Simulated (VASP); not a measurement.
# Ti in VASP: further runs

The runs below take Ti through single point, with PBEsol.

Everything below comes from runs of VASP 6.6.1. Logs are shortened: lines on timing, memory, paths and dates and some standing lists are left out, and cuts for length are marked.

**1. The cell of the first run**

The typed cell holds 1 atom: a = 2.868 Å, b = 2.868 Å, c = 2.868 Å, α = 60.01°, β = 60.01°, γ = 60.01°.

This isn't the form of Ti at room conditions, which is hcp.

**2. Single point, PBEsol**

The input, INCAR:

```
SYSTEM = Ti
  PREC = Accurate
  ENCUT = 520
  EDIFF = 1E-7
  ISMEAR = 0
  SIGMA = 0.1
  LREAL = .FALSE.
  LASPH = .TRUE.
  NELM = 80
  ALGO = Normal
  ISIF = 2
  LWAVE = .FALSE.
  LCHARG = .TRUE.
  GGA = PS
  LELF = .TRUE.
  LVHAR = .TRUE.
  NBANDS = 12
  ISYM = 0
```

The input, KPOINTS:

```
Automatic mesh
0
Gamma
  18 18 18
  0.5 0.5 0.5
```

The input, POSCAR:

```
Ti
1.0
   -0.0004042272      2.0277448342      2.0277448342
    2.0277448342     -0.0004042272      2.0277448342
    2.0277448342      2.0277448342     -0.0004042272
Ti
1
Direct
    0.0000000000      0.0000000000      0.0000000000
```

Potentials or basis: VASP PAW PBE potentials, release 64 (Ti_sv).

Launch:

```console
$ cat potpaw_PBE.64/Ti_sv/POTCAR > POTCAR
$ mpirun -np 1 vasp_std > vasp.out
```

OUTCAR:

```text
SYSTEM = Ti
   PREC = Accurate
   ENCUT = 520
   EDIFF = 1E-7
   ISMEAR = 0
   LREAL = .FALSE.
   LASPH = .TRUE.
   NELM = 80
   ISIF = 2
   GGA = PS
   ISYM = 0

 ion  position               nearest neighbor table
   1  0.000  0.000  0.000-

IMPORTANT INFORMATION: All symmetrisations will be switched off!
NOSYMM: (Re-)initialisation of all symmetry stuff for point group C_1.

----------------------------------------------------------------------------------------

                                     Primitive cell

  volume of cell :      16.6801

  direct lattice vectors                    reciprocal lattice vectors
    -0.000404227  2.027744834  2.027744834    -0.246505628  0.246554778  0.246554778
     2.027744834 -0.000404227  2.027744834     0.246554778 -0.246505628  0.246554778
     2.027744834  2.027744834 -0.000404227     0.246554778  0.246554778 -0.246505628

  length of vectors
     2.867664274  2.867664274  2.867664274     0.427017028  0.427017028  0.427017028

  position of ions in fractional coordinates (direct lattice)
     0.000000000  0.000000000  0.000000000

  ion indices of the primitive-cell ions
   primitive index   ion index
                 1           1

----------------------------------------------------------------------------------------

 KPOINTS: Automatic mesh

Automatic generation of k-mesh.
 Grid dimensions read from file:
 generate k-points for:   18   18   18

 Generating k-lattice:

  Cartesian coordinates                     Fractional coordinates (reciprocal lattice)
    -0.013694757  0.013697488  0.013697488     0.055555556 -0.000000000 -0.000000000
     0.013697488 -0.013694757  0.013697488    -0.000000000  0.055555556 -0.000000000
     0.013697488  0.013697488 -0.013694757    -0.000000000 -0.000000000  0.055555556

  Length of vectors
     0.023723168  0.023723168  0.023723168

  Shift w.r.t. Gamma in fractional coordinates (k-lattice)
     0.500000000  0.500000000  0.500000000

 Subroutine IBZKPT returns following result:
 ===========================================

 Found   2916 irreducible k-points:

 Following reciprocal coordinates:
            Coordinates               Weight
  0.027778  0.027778  0.027778      2.000000
  0.083333  0.027778  0.027778      2.000000
  0.027778  0.083333  0.027778      2.000000
  0.027778  0.027778  0.083333      2.000000
  0.138889  0.027778  0.027778      2.000000
  0.027778  0.138889  0.027778      2.000000
[... 38 lines left out ...]
   LREAL  =      F    real-space projection
   EDIFFG = 0.1E-05   stopping-criterion for IOM
   NSW    =      0    number of steps for IOM
   IBRION =     -1    ionic relax: 0-MD 1-quasi-New 2-CG
   NFREE  =      0    steps in history (QN), initial steepest desc. (CG)
   ISIF   =      2    stress and relaxation
   ISYM   =      0    0-nonsym 1-usesym 2-fastsym
   POTIM  = 0.5000    time-step for ionic-motion
   TEBEG  =    0.0;   TEEND  =   0.0 temperature during run
   PSTRESS=    0.0 pullay stress
   NELECT =      12.0000    total number of electrons
   NUPDOWN=      -1.0000    fix difference up-down
   EMIN   =  10.00;   EMAX   =-10.00  energy-range for DOS
   EFERMI =   0.00;   METHOD = LEGACY
   ISMEAR =     0;   SIGMA  =   0.10  broadening in eV -4-tet -1-fermi 0-gaus
   EFERMI_NEDOS =   21; number of points for ismear=-14 and -15
   IALGO  =     38    algorithm
   IMIX   =      4    mixing-type and parameters
     AMIX     =   0.40;   BMIX     =  1.00
     AMIX_MAG =   1.60;   BMIX_MAG =  1.00
  volume/ion in A,a.u.               =      16.68       112.56
  Fermi-wavevector in a.u.,A,eV,Ry     =   1.466905  2.772049 29.277157  2.151810
  Thomas-Fermi vector in A             =   2.582587
   LORBIT       =      0    0 simple, 1 ext, 2 COOP (PROOUT), +10 PAW based schemes
   GGA     = PS    functional components
   LHFCALC =     F    Hartree Fock is set to
   AEXX    =    0.0000 exact exchange contribution
   IVDW    =     0    specifies the selected vdW correction
   LEPSILON=     F    determine dielectric tensor
   LRPA    =     F    only Hartree local field effects (RPA)
 non-spin polarized calculation
 Gauss-broadening in eV      SIGMA  =   0.10
  energy-cutoff  :      520.00
  volume of cell :       16.68
 maximum number of plane-waves:       461
 NGX is ok and might be reduce to    24
   NGX = 11   NGY = 11   NGZ = 11

 number of electron      12.0000001 magnetization

 Free energy of the ion-electron system (eV)
  ---------------------------------------------------
  ext. energy  EPLUGINS =         0.00000000
  ---------------------------------------------------
  free energy    TOTEN  =        -8.28748929 eV

  energy without entropy =       -8.27904259  energy(sigma->0) =       -8.28326594

 E-fermi :   8.5290     XC(G=0): -11.8306

 val. band max:        8.5177420466   @ k =   0.1944  -0.1389   0.4722
 cond. band min:       8.5370172943   @ k =  -0.0278  -0.3611   0.2500
 fundamental gap:      0.0192752478
 Fermi energy:         8.5289966424

 k-point     1 :       0.0278    0.0278    0.0278
  band No.  band energies     occupation
      1     -47.8820      2.00000
      2     -23.7922      2.00000
      3     -23.7874      2.00000
      4     -23.7874      2.00000
      5       2.3622      2.00000
      6       9.4137      0.00000
      7       9.4371      0.00000
      8       9.4371      0.00000
      9      11.1381      0.00000
     10      11.1381      0.00000
     11      24.0454      0.00000
     12      28.4155      0.00000
[... 331 lines left out ...]
 k-point    24 :       0.0278    0.4722    0.0278
  band No.  band energies     occupation
      1     -47.7388      2.00000
      2     -24.5418      2.00000
      3     -23.8883      2.00000
      4     -23.8820      2.00000
      5       5.8191      2.00000
      6       9.0872      0.00000
      7       9.3269      0.00000
      8       9.3419      0.00000
      9      12.1998      0.00000
     10      12.3176      0.00000
     11      17.3772      0.00000
     12      23.3649      0.00000

 [... further k-points ...]
[... 5 lines left out ...]
  --------------------------------------------------------------------------------------
  -------------------------------------------------------------------------------------
  Total       -0.0301204     -0.0301197     -0.0301199     -0.0004717     -0.0004711     -0.0004711
  in kB       -2.8931494     -2.8930904     -2.8931086     -0.0453087     -0.0452494     -0.0452517
  external PRESSURE =      -2.8931161 kB  Pullay stress =       0.0000000 kB

 VOLUME and BASIS-vectors are now :
 -----------------------------------------------------------------------------
  energy-cutoff  :      520.00
  volume of cell :       16.68
      direct lattice vectors                 reciprocal lattice vectors
    -0.000404227  2.027744834  2.027744834    -0.246505628  0.246554778  0.246554778
     2.027744834 -0.000404227  2.027744834     0.246554778 -0.246505628  0.246554778
     2.027744834  2.027744834 -0.000404227     0.246554778  0.246554778 -0.246505628

 POSITION                                       TOTAL-FORCE (eV/Angst)
 -----------------------------------------------------------------------------------
      0.00000      0.00000      0.00000        -0.000000     -0.000000      0.000000
 -----------------------------------------------------------------------------------
    total drift:                               -0.000000     -0.000000      0.000000

  FREE ENERGIE OF THE ION-ELECTRON SYSTEM (eV)
  ---------------------------------------------------
  free  energy   TOTEN  =        -8.2874892870 eV

  energy  without entropy=       -8.2790425930  energy(sigma->0) =       -8.28326594
```

Run time: 8.5 min. Hardware: 1 thread of Intel Xeon 8259CL, shared host; peak memory 0.6 GiB.

What came out:

```
Free energy            : -8.2875 eV
Pressure               : -0.3 GPa
Band gap on the k mesh : zero (bands 6 and 7 overlap by 1.31 eV)
```

Caveat: the PAW data sets were made with another functional, which shifts forces and pressure a little.

**3. Single point, PBEsol (strain along c alone, the other axes held: +6.0 %)**

The input, INCAR:

```
SYSTEM = Ti
  PREC = Accurate
  ENCUT = 520
  EDIFF = 1E-6
  ISMEAR = 0
  SIGMA = 0.1
  LREAL = .FALSE.
  LASPH = .TRUE.
  NELM = 80
  ALGO = Fast
  ISIF = 2
  LWAVE = .FALSE.
  LCHARG = .FALSE.
  GGA = PS
  NBANDS = 19
```

The input, KPOINTS:

```
regular mesh
0
G
  18 18 14
  0 0 0
```

The input, POSCAR:

```
Ti
1.0
    2.0279211513      2.0279211513      0.0000000000
   -2.0279211513      2.0279211513      0.0000000000
    0.0000000000      0.0000000000      4.2991928408
Ti
2
Direct
    0.0000000000      0.0000000000      0.0000000000
    0.5000000000      0.5000000000      0.5000000000
```

Potentials or basis: VASP PAW PBE potentials, release 64 (Ti_sv).

Launch:

```console
$ cat potpaw_PBE.64/Ti_sv/POTCAR > POTCAR
$ mpirun -np 1 vasp_std > vasp.out
```

Run time: 4.4 min. Hardware: 1 thread of Intel Xeon 6975P-C (Granite Rapids), shared host; peak memory 0.34 GiB.

Results (log left out):

```
Free energy            : -16.5244 eV
Pressure               : -6.3 GPa
Band gap on the k mesh : zero (bands 12 and 13 overlap by 1.23 eV)
```

Stress tensor (GPa, compression positive):
```
-5.63  0.00  0.00
 0.00 -5.63  0.00
 0.00  0.00 -7.59
```

Levels at points of the mesh, in eV from the Fermi level:
```tsv
k point	band 10	band 11	band 12	band 13	band 14	band 15
(0.00, 0.00, 0.00)	-2.54	-1.58	0.57	1.04	1.04	2.10
(0.50, 0.00, 0.00)	-1.99	-0.51	-0.51	-0.01	-0.01	1.75
(0.50, 0.50, 0.00)	-2.50	-1.67	-1.67	3.13	3.13	3.46
(0.00, 0.00, 0.50)	-3.92	-0.62	-0.62	0.86	0.86	2.14
(0.50, 0.00, 0.50)	-2.54	0.52	0.52	0.62	0.62	1.00
(0.50, 0.50, 0.50)	-1.60	-0.30	-0.30	-0.30	-0.30	2.01
```

Caveat: the cell differs from its parent crystal (strain along c alone, the other axes held: +6.0 %); the cell stands under tension; the PAW data sets were made with another functional, which shifts forces and pressure a little.
